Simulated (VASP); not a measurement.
Input of a VASP 6.6.1 run:

File INCAR:

```
SYSTEM = Ge
ALGO = Normal
EDIFF = 1E-8
ENCUT = 520
GGA = PE
ISIF = 2
ISMEAR = -1
LASPH = .True.
LCHARG = .False.
LEFG = .True.
LREAL = .False.
LWAVE = .False.
NBANDS = 21
NELM = 60
PREC = Accurate
SIGMA = 0.02
```

KPOINTS

```
k-points
0
Gamma
  13 13 13
  0 0 0
```

Contents of POSCAR:

```
Ge
1.0
    0.0000000000      2.8286750000      2.8286750000
    2.8286750000      0.0000000000      2.8286750000
    2.8286750000      2.8286750000      0.0000000000
Ge
2
Direct
    0.0000000000      0.0000000000      0.0000000000
    0.2500000000      0.2500000000      0.2500000000
```

Potentials or basis: VASP PAW PBE potentials, release 64 (Ge_d).

Launch:

```bash
$ cat potpaw_PBE.64/Ge_d/POTCAR > POTCAR
$ mpirun -np 1 vasp_std > vasp.out
```

Q: Predict the pressure.

A: 3.6 GPa.

Q: Predict the band gap on the k mesh.

A: 0.04 eV, direct.

Caveat: without QUAD_EFG the Cq values of the log hold for a quadrupole moment of 1 mb, not for the nuclei. A k mesh can miss the band edges.
